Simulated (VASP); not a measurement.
# TaN (Fm-3m) in VASP: further runs, part 2 of 2

VASP 6.6.1. Earlier steps stand in the parts before.

## 5. Single point, r2SCAN+U

POSCAR reads:

```
TaN
1.0
    0.0000000000      2.2113230000      2.2113230000
    2.2113230000      0.0000000000      2.2113230000
    2.2113230000      2.2113230000      0.0000000000
Ta N
1 1
Direct
    0.5000000000      0.5000000000      0.5000000000
    0.0000000000      0.0000000000      0.0000000000
```

INCAR.step1 reads:

```
  ALGO = Normal
  EDIFF = 1E-4
  ENCUT = 520
  GGA = PE
  ISMEAR = -1
  LASPH = T
  LCHARG = F
  LDAU = T
  LDAUJ = 0 0
  LDAUL = 2 -1
  LDAUTYPE = 2
  LDAUU = 3 0
  LMAXMIX = 4
  LREAL = F
  LWAVE = T
  NBANDS = 15
  NELM = 150
  PREC = Accurate
  SIGMA = 0.05
```

INCAR.step2 reads:

```
  ALGO = Normal
  EDIFF = 1E-6
  ENCUT = 520
  ISIF = 2
  ISMEAR = -1
  ISTART = 1
  LASPH = T
  LCHARG = T
  LDAU = T
  LDAUJ = 0 0
  LDAUL = 2 -1
  LDAUPRINT = 1
  LDAUTYPE = 2
  LDAUU = 3 0
  LELF = T
  LMAXMIX = 4
  LMIXTAU = T
  LREAL = F
  LVHAR = T
  LWAVE = F
  METAGGA = R2SCAN
  NBANDS = 15
  NELM = 150
  PREC = Accurate
  SIGMA = 0.05
```

KPOINTS reads:

```
k-points
0
Gamma
  10 10 10
```

Potentials or basis: VASP PAW PBE potentials, release 64 (Ta_pv, N).

Command:

```sh
$ cat potpaw_PBE.64/Ta_pv/POTCAR potpaw_PBE.64/N/POTCAR > POTCAR
$ cp INCAR.step1 INCAR
$ mpirun -np 1 vasp_std > vasp.out
$ cp INCAR.step2 INCAR
$ mpirun -np 1 vasp_std > vasp.out
```

OUTCAR:

```text
EDIFF = 1E-6
   ENCUT = 520
   ISIF = 2
   ISMEAR = -1
   ISTART = 1
   LASPH = T
   LREAL = F
   METAGGA = R2SCAN
   NELM = 150
   PREC = Accurate

 ion  position               nearest neighbor table
   1  0.500  0.500  0.500-   2 2.21   2 2.21   2 2.21   2 2.21   2 2.21   2 2.21
   2  0.000  0.000  0.000-   1 2.21   1 2.21   1 2.21   1 2.21   1 2.21   1 2.21

  LATTYP: Found a face centered cubic cell.
 ALAT       =     4.4226460000

  Lattice vectors:

 A1 = (   0.0000000000,   2.2113230000,   2.2113230000)
 A2 = (   2.2113230000,   0.0000000000,   2.2113230000)
 A3 = (   2.2113230000,   2.2113230000,   0.0000000000)

Analysis of symmetry for initial positions (statically):
=====================================================================
 Subroutine PRICEL returns:
 Original cell was already a primitive cell.

 Routine SETGRP: Setting up the symmetry group for a
 face centered cubic supercell.

 Subroutine GETGRP returns: Found 48 space group operations
 (whereof 48 operations were pure point group operations)
 out of a pool of 48 trial point group operations.

The static configuration has the point symmetry O_h .

Analysis of symmetry for dynamics (positions and initial velocities):
[... 213 lines left out ...]
     10       7.7245      2.00000
     11      10.2103      0.00071
     12      10.2103      0.00071
     13      11.0917      0.00000
     14      18.4791      0.00000
[... 401 lines left out ...]
      2     -28.2597      2.00000
      3     -28.2356      2.00000
      4      -8.6983      2.00000
      5       1.2954      2.00000
      6       3.5263      2.00000
      7       4.1336      2.00000
      8       5.7652      2.00000
      9      12.2700      0.00000
     10      12.7591      0.00000
     11      12.8626      0.00000
     12      13.7420      0.00000
     13      18.3787      0.00000
     14      18.5435      0.00000
     15      20.5901      0.00000

 [... further k-points ...]

------------------------ aborting loop because EDIFF is reached ----------------------------------------

  FORCE on cell =-STRESS in cart. coord.  units (eV):
  Direction    XX          YY          ZZ          XY          YZ          ZX
  --------------------------------------------------------------------------------------
  -------------------------------------------------------------------------------------
  Total        0.5924096      0.5924096      0.5924096      0.0000000      0.0000000      0.0000000
  in kB       43.8880362     43.8880362     43.8880362      0.0000000      0.0000000      0.0000000
  external PRESSURE =      43.8880362 kB  Pullay stress =       0.0000000 kB

 VOLUME and BASIS-vectors are now :
 -----------------------------------------------------------------------------
  energy-cutoff  :      520.00
  volume of cell :       21.63
      direct lattice vectors                 reciprocal lattice vectors
     0.000000000  2.211323000  2.211323000    -0.226108985  0.226108985  0.226108985
     2.211323000  0.000000000  2.211323000     0.226108985 -0.226108985  0.226108985
     2.211323000  2.211323000  0.000000000     0.226108985  0.226108985 -0.226108985

 POSITION                                       TOTAL-FORCE (eV/Angst)
 -----------------------------------------------------------------------------------
      2.21132      2.21132      2.21132         0.000000     -0.000000      0.000000
      0.00000      0.00000      0.00000        -0.000000      0.000000     -0.000000
 -----------------------------------------------------------------------------------
    total drift:                                0.000000     -0.000000     -0.000000

  FREE ENERGIE OF THE ION-ELECTRON SYSTEM (eV)
  ---------------------------------------------------
  free  energy   TOTEN  =       -56.8980906524 eV

  energy  without entropy=      -56.8935718282  energy(sigma->0) =      -56.89583124
```

OSZICAR.step1:

```text
N       E                     dE             d eps       ncg     rms          rms(c)
DAV:   1     0.914334452815E+02    0.91433E+02   -0.87144E+03  1410   0.113E+03
DAV:   2    -0.198231234583E+02   -0.11126E+03   -0.10481E+03  1767   0.301E+02
DAV:   3    -0.224985182880E+02   -0.26754E+01   -0.26632E+01  1571   0.436E+01
DAV:   4    -0.225085558100E+02   -0.10038E-01   -0.10035E-01  1851   0.288E+00
DAV:   5    -0.225086258573E+02   -0.70047E-04   -0.70047E-04  1585   0.208E-01    0.234E+01
DAV:   6    -0.191995476258E+02    0.33091E+01   -0.61123E+00  1664   0.275E+01    0.936E+00
DAV:   7    -0.191446799220E+02    0.54868E-01   -0.63048E-01  1620   0.607E+00    0.637E+00
DAV:   8    -0.191132906636E+02    0.31389E-01   -0.19312E-01  1641   0.361E+00    0.148E+00
DAV:   9    -0.191046170314E+02    0.86736E-02   -0.29903E-02  1557   0.139E+00    0.417E-01
DAV:  10    -0.191044866292E+02    0.13040E-03   -0.23760E-03  1606   0.491E-01    0.460E-02
DAV:  11    -0.191044599726E+02    0.26657E-04   -0.80345E-05   943   0.111E-01
   1 F= -.19104460E+02 E0= -.19102139E+02  d E =-.464217E-02
```

Wall time 28 s (1 thread of Intel Xeon 6975P-C, shared host); peak memory 0.15 GiB.

Results:

```
Free energy            : -56.8981 eV
Pressure               : 4.4 GPa
Band gap on the k mesh : zero (band 8 reaches 11.76 eV, above the bottom of band 9 at 7.72 eV)
```

Levels at points of the mesh, in eV from the Fermi level:
```csv
k point,band 5,band 6,band 7,band 8,band 9,band 10,band 11,band 12
"(0.00, 0.00, 0.00)",-4.30,-4.30,-4.30,-2.09,-2.09,-2.09,0.40,0.40
"(0.50, 0.00, 0.00)",-10.92,-7.87,-7.87,1.95,1.95,1.99,3.60,7.80
"(0.50, 0.50, 0.00)",-7.36,-5.55,-5.19,-5.19,2.46,3.55,3.55,4.67
```

Eigenvalues of the final occupation matrices:
```tsv
site	spin	trace	eigenvalues
site 1 d	1	1.19	0.19 0.19 0.27 0.27 0.27
site 1 d	2	1.19	0.19 0.19 0.27 0.27 0.27
```

Caveat: the PAW data sets were made with another functional, which shifts forces and pressure a little; spin-orbit coupling is left out, which moves the levels of the heavy elements; U without spin polarisation on a metal has little footing.

## 6. Summary

```csv
level,U,gap on the mesh (eV),pressure (GPa)
r2SCAN,-,none,-4.3
r2SCAN+U,Ta d U = 1.0 eV,none,-1.5
r2SCAN+U,Ta d U = 2.0 eV,none,1.4
r2SCAN+U,Ta d U = 3.0 eV,none,4.4
```

Alike in all rows: task single point; potentials or basis VASP PAW PBE potentials, release 64 (Ta_pv, N); no spin polarisation; cell as given; k mesh 10 × 10 × 10; cutoff (eV) 520; smearing fermi-dirac 0.05 eV.

Every run on the cell as given and a fine mesh finds a metal. The pressure there spans -4.3 GPa (r2SCAN) to 4.4 GPa (r2SCAN+U); a positive pressure means that this level wants a larger cell, a negative one a smaller.

Caveats: the PAW data sets were made with another functional, which shifts forces and pressure a little; spin-orbit coupling is left out, which moves the levels of the heavy elements; U without spin polarisation on a metal has little footing (some runs).

Absolute energies hang on the potentials; compare differences alone.
